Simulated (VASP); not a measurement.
Runs of VASP 6.6.1 on Re. The structure is that of space group Im-3m (No. 229), or close to it. The cells are those of the table. This isn't the form of Re at room conditions, which is hcp.

| task | cell | cutoff (eV) | gap on the mesh (eV) | pressure (GPa) |
| --- | --- | --- | --- | --- |
| single point | a = 2.586 Å, angles 109.5°, 1 atom | 520 | none | (a) |
| single point | a = 2.509 Å, angles 109.5°, 1 atom | 520 | none | 106.0 |
| single point | a = 2.659 Å, angles 109.5°, 1 atom | 520 | none | 1.5 |
| relaxation of cell and atoms | relaxed from a = 2.651 Å, angles 109.5°, 1 atom | 600 | none | 0.0 |

Alike in all rows: level LDA; potentials or basis VASP PAW LDA potentials, release 64 (Re); no spin polarisation; k mesh 19 × 19 × 19; smearing fermi-dirac 0.1 eV.

Question: Estimate the missing entries.

Answer: (a) 42.4.

Caveats: spin-orbit coupling is left out, which moves the levels of the heavy elements; the cell stands under pressure (at least some runs).

A k mesh can miss the band edges, and the runs leave out spin-orbit coupling on Re.

A gap of «none» marks levels without a gap at the run's occupations.
